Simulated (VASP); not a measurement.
A run of VASP 6.6.1 is set up as follows.

Contents of POSCAR:

```
HfB2
1.0
    3.1410736584      0.0000000000      0.0000000000
   -1.5705368292      2.7202495833      0.0000000000
    0.0000000000      0.0000000000      3.4776388333
Hf B
1 2
Direct
    0.0000000000      0.0000000000      0.0000000000
    0.3333333333      0.6666666667      0.5000000000
    0.6666666667      0.3333333333      0.5000000000
```

File INCAR.step1:

```
  PREC = Accurate
  ENCUT = 520
  ISMEAR = 0
  SIGMA = 0.05
  LREAL = F
  LASPH = T
  NELM = 60
  NBANDS = 15
  GGA = PE
  ALGO = Normal
  EDIFF = 1E-4
  LWAVE = T
  LCHARG = F
```

The input INCAR.step2:

```
  PREC = Accurate
  ENCUT = 520
  EDIFF = 1E-7
  ISMEAR = 0
  SIGMA = 0.05
  LREAL = F
  LASPH = T
  NELM = 60
  ALGO = Normal
  ISIF = 2
  LWAVE = F
  LCHARG = F
  METAGGA = R2SCAN
  LMIXTAU = T
  NBANDS = 15
  ISTART = 1
```

Contents of KPOINTS:

```
Automatic mesh
0
Gamma
  8 8 8
```

Potentials or basis: VASP PAW PBE potentials, release 64 (Hf_pv, B).

Launch:

```sh
$ cat potpaw_PBE.64/Hf_pv/POTCAR potpaw_PBE.64/B/POTCAR > POTCAR
$ cp INCAR.step1 INCAR
$ mpirun -np 1 vasp_std > vasp.out
$ cp INCAR.step2 INCAR
$ mpirun -np 1 vasp_std > vasp.out
```

(1) Estimate the band gap on the k mesh.

(2) Estimate the pressure.

Answers

(1) zero (band 8 reaches 8.32 eV, above the bottom of band 9 at 7.75 eV).

(2) -1.3 GPa.

Caveat: the PAW data sets were made with another functional, which shifts forces and pressure a little; spin-orbit coupling is left out, which moves the levels of the heavy elements.
